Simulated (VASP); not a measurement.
# Zr in VASP: further runs, part 2 of 3

VASP 6.6.1.

**3. Electric field gradients, PBE (x and y stretched by -1.5 %, z held)**

File INCAR:

```
SYSTEM = Zr
  PREC = Accurate
  ENCUT = 520
  EDIFF = 1E-8
  ISMEAR = -1
  SIGMA = 0.05
  LREAL = .FALSE.
  LASPH = .TRUE.
  NELM = 80
  ALGO = Normal
  ISIF = 2
  LWAVE = .FALSE.
  LCHARG = .FALSE.
  GGA = PE
  LEFG = .TRUE.
  NBANDS = 19
```

File KPOINTS:

```
Automatic mesh
0
G
  12 12 7
  0 0 0
```

File POSCAR:

```
Zr
1.0
    3.1906429419      0.0000000000      0.0000000000
   -1.5953214710      2.7631778421      0.0000000000
    0.0000000000      0.0000000000      5.1722200000
Zr
2
Direct
    0.3333333333      0.6666666667      0.2500000000
    0.6666666667      0.3333333333      0.7500000000
```

Potentials or basis: VASP PAW PBE potentials, release 64 (Zr_sv).

The run is started by

```sh
$ cat potpaw_PBE.64/Zr_sv/POTCAR > POTCAR
$ mpirun -np 1 vasp_std > vasp.out
```

OUTCAR:

```text
SYSTEM = Zr
   PREC = Accurate
   ENCUT = 520
   EDIFF = 1E-8
   ISMEAR = -1
   LREAL = .FALSE.
   LASPH = .TRUE.
   NELM = 80
   ISIF = 2
   GGA = PE

 ion  position               nearest neighbor table
   1  0.333  0.667  0.250-   2 3.18   2 3.18   2 3.18   2 3.18   2 3.18   2 3.18
   2  0.667  0.333  0.750-   1 3.18   1 3.18   1 3.18   1 3.18   1 3.18   1 3.18

  LATTYP: Found a hexagonal cell.
 ALAT       =     3.1906429419
 C/A-ratio  =     1.6210588568

  Lattice vectors:

 A1 = (   3.1906429419,   0.0000000000,   0.0000000000)
 A2 = (  -1.5953214710,   2.7631778421,   0.0000000000)
 A3 = (   0.0000000000,   0.0000000000,   5.1722200000)

Analysis of symmetry for initial positions (statically):
=====================================================================
 Subroutine PRICEL returns:
 Original cell was already a primitive cell.

 Routine SETGRP: Setting up the symmetry group for a
 hexagonal supercell.

 Subroutine GETGRP returns: Found 24 space group operations
 (whereof 12 operations were pure point group operations)
 out of a pool of 24 trial point group operations.

The static configuration has the point symmetry D_3d.
 The point group associated with its full space group is D_6h.

Analysis of symmetry for dynamics (positions and initial velocities):
=====================================================================
 Subroutine PRICEL returns:
 Original cell was already a primitive cell.

 Routine SETGRP: Setting up the symmetry group for a
 hexagonal supercell.

 Subroutine GETGRP returns: Found 24 space group operations
 (whereof 12 operations were pure point group operations)
 out of a pool of 24 trial point group operations.

The dynamic configuration has the point symmetry D_3d.
 The point group associated with its full space group is D_6h.

 Subroutine INISYM returns: Found 24 space group operations
 (whereof 12 operations are pure point group operations),
 and found     1 'primitive' translations

----------------------------------------------------------------------------------------

                                     Primitive cell

  volume of cell :      45.5999

  direct lattice vectors                    reciprocal lattice vectors
     3.190642942  0.000000000  0.000000000     0.313416455  0.180951075  0.000000000
    -1.595321471  2.763177842  0.000000000     0.000000000  0.361902149  0.000000000
     0.000000000  0.000000000  5.172220000     0.000000000  0.000000000  0.193340577

  length of vectors
     3.190642942  3.190642942  5.172220000     0.361902149  0.361902149  0.193340577

  position of ions in fractional coordinates (direct lattice)
     0.333333333  0.666666667  0.250000000
     0.666666667  0.333333333  0.750000000

  ion indices of the primitive-cell ions
   primitive index   ion index
                 1           1
                 2           2

----------------------------------------------------------------------------------------

 KPOINTS: Automatic mesh
[... 68 lines left out ...]
   EDIFF  = 0.1E-07   stopping-criterion for ELM
   LREAL  =      F    real-space projection
   EDIFFG = 0.1E-06   stopping-criterion for IOM
   NSW    =      0    number of steps for IOM
   IBRION =     -1    ionic relax: 0-MD 1-quasi-New 2-CG
   NFREE  =      0    steps in history (QN), initial steepest desc. (CG)
   ISIF   =      2    stress and relaxation
   ISYM   =      2    0-nonsym 1-usesym 2-fastsym
   POTIM  = 0.5000    time-step for ionic-motion
   TEBEG  =    0.0;   TEEND  =   0.0 temperature during run
   PSTRESS=    0.0 pullay stress
   NELECT =      24.0000    total number of electrons
   NUPDOWN=      -1.0000    fix difference up-down
   EMIN   =  10.00;   EMAX   =-10.00  energy-range for DOS
   EFERMI =   0.00;   METHOD = LEGACY
   ISMEAR =    -1;   SIGMA  =   0.05  broadening in eV -4-tet -1-fermi 0-gaus
   EFERMI_NEDOS =   21; number of points for ismear=-14 and -15
   IALGO  =     38    algorithm
   IMIX   =      4    mixing-type and parameters
     AMIX     =   0.40;   BMIX     =  1.00
     AMIX_MAG =   1.60;   BMIX_MAG =  1.00
  volume/ion in A,a.u.               =      22.80       153.86
  Fermi-wavevector in a.u.,A,eV,Ry     =   1.321774  2.497791 23.770558  1.747087
  Thomas-Fermi vector in A             =   2.451503
   LORBIT       =      0    0 simple, 1 ext, 2 COOP (PROOUT), +10 PAW based schemes
   GGA     = PE    functional components
   LHFCALC =     F    Hartree Fock is set to
   AEXX    =    0.0000 exact exchange contribution
   IVDW    =     0    specifies the selected vdW correction
   LEPSILON=     F    determine dielectric tensor
   LRPA    =     F    only Hartree local field effects (RPA)
 non-spin polarized calculation
  energy-cutoff  :      520.00
  volume of cell :       45.60
 maximum number of plane-waves:      1251
 NGX is ok and might be reduce to    24
   NGX = 11   NGY = 11   NGZ = 19

 number of electron      24.0000000 magnetization

 Free energy of the ion-electron system (eV)
  ---------------------------------------------------
  ext. energy  EPLUGINS =         0.00000000
  ---------------------------------------------------
  free energy    TOTEN  =       -17.03621516 eV

  energy without entropy =      -17.01789551  energy(sigma->0) =      -17.02705533

 E-fermi :   9.2277     XC(G=0): -11.1772

 val. band max:        9.2147647724   @ k =   0.1667   0.1667   0.4286
 cond. band min:       9.2277640587   @ k =   0.3333   0.3333   0.4286
 fundamental gap:      0.0129992864
 Fermi energy:         9.2276623223

 k-point     1 :       0.0000    0.0000    0.0000
  band No.  band energies     occupation
      1     -39.5637      2.00000
      2     -39.4062      2.00000
      3     -18.1041      2.00000
      4     -17.1774      2.00000
      5     -17.1774      2.00000
      6     -17.0656      2.00000
[... 505 lines left out ...]
      6     -17.3411      2.00000
[... 11 lines left out ...]
     18      13.1260      0.00000
     19      14.3923      0.00000

 [... further k-points ...]
[... 5 lines left out ...]
  --------------------------------------------------------------------------------------
  -------------------------------------------------------------------------------------
  Total        0.7810318      0.7810318      0.5542199     -0.0000000     -0.0000000      0.0000000
  in kB       27.4419676     27.4419676     19.4728127     -0.0000000     -0.0000000      0.0000000
  external PRESSURE =      24.7855826 kB  Pullay stress =       0.0000000 kB

 VOLUME and BASIS-vectors are now :
 -----------------------------------------------------------------------------
  energy-cutoff  :      520.00
  volume of cell :       45.60
      direct lattice vectors                 reciprocal lattice vectors
     3.190642942  0.000000000  0.000000000     0.313416455  0.180951075  0.000000000
    -1.595321471  2.763177842  0.000000000     0.000000000  0.361902149  0.000000000
     0.000000000  0.000000000  5.172220000     0.000000000  0.000000000  0.193340577

 POSITION                                       TOTAL-FORCE (eV/Angst)
 -----------------------------------------------------------------------------------
     -0.00000      1.84212      1.29306         0.000000      0.000000      0.000000
      1.59532      0.92106      3.87917        -0.000000     -0.000000      0.000000
 -----------------------------------------------------------------------------------
    total drift:                               -0.000000      0.000000     -0.000000

  FREE ENERGIE OF THE ION-ELECTRON SYSTEM (eV)
  ---------------------------------------------------
  free  energy   TOTEN  =       -17.0362151590 eV

  energy  without entropy=      -17.0178955071  energy(sigma->0) =      -17.02705533

 Electric field gradients (V/A^2)
---------------------------------------------------------------------
 ion       V_xx      V_yy      V_zz      V_xy      V_xz      V_yz
---------------------------------------------------------------------
   1     -15.951   -15.951    31.901    -0.000     0.000    -0.000
   2     -15.951   -15.951    31.901    -0.000    -0.000     0.000
---------------------------------------------------------------------

 Electric field gradients after diagonalization (V/A^2)
 (convention: |V_zz| > |V_xx| > |V_yy|)
----------------------------------------------------------------------
 ion       V_xx      V_yy      V_zz     asymmetry (V_yy - V_xx)/ V_zz
----------------------------------------------------------------------
   1     -15.951   -15.951    31.901       0.000
   2     -15.951   -15.951    31.901       0.000
----------------------------------------------------------------------

           NMR quadrupolar parameters

 Cq : quadrupolar parameter    Cq=e*Q*V_zz/h
 eta: asymmetry parameters     (V_yy - V_xx)/ V_zz
 Q  : nuclear electric quadrupole moment in mb (millibarn)
----------------------------------------------------------------------
 ion       Cq(MHz)       eta       Q (mb)
----------------------------------------------------------------------
   1       0.077       0.000       1.000
   2       0.077       0.000       1.000
----------------------------------------------------------------------
```

stdout:

```text
POSCAR found type information on POSCAR Zr
 POSCAR found :  1 types and       2 ions
 scaLAPACK will be used
 LDA part: xc-table for (Slater+PW92), standard interpolation
 POSCAR, INCAR and KPOINTS ok, starting setup
 FFT: planning ... GRIDC
 FFT: planning ... GRID_SOFT
 FFT: planning ... GRID
 WAVECAR not read
 entering main loop
ion   1

ion   2
```

Wall time 86 s (1 thread of AMD EPYC 7R13, shared host); peak memory 0.16 GiB.

Results:

| Quantity | Value |
| --- | --- |
| Free energy | -17.0362 eV |
| Pressure | 2.5 GPa |
| Band gap on the k mesh | zero (bands 12 and 13 overlap by 1.12 eV) |
| Largest electric field gradient by atom | Zr +31.9 V/Å² |

Stress tensor (GPa, compression positive):
```
2.74 0.00 0.00
0.00 2.74 0.00
0.00 0.00 1.95
```

Levels at points of the mesh, in eV from the Fermi level:
```csv
k point,band 9,band 10,band 11,band 12,band 13,band 14,band 15,band 16
"(0.00, 0.00, 0.00)",-5.69,-3.09,0.87,0.90,0.90,1.11,1.57,1.57
"(0.50, 0.00, 0.00)",-2.63,-2.53,-2.23,-0.11,0.65,0.71,1.41,5.12
```

Electric field gradients, principal values (V/Å²):
```
atom    least   middle  greatest (by size)
1 Zr  -15.951  -15.951              31.901
2 Zr  -15.951  -15.951              31.901
```

Caveat: the cell differs from its parent crystal (x and y stretched by -1.5 %, z held); without QUAD_EFG the Cq values of the log hold for a quadrupole moment of 1 mb, not for the nuclei.

(Part 2 of 3 ends here.)
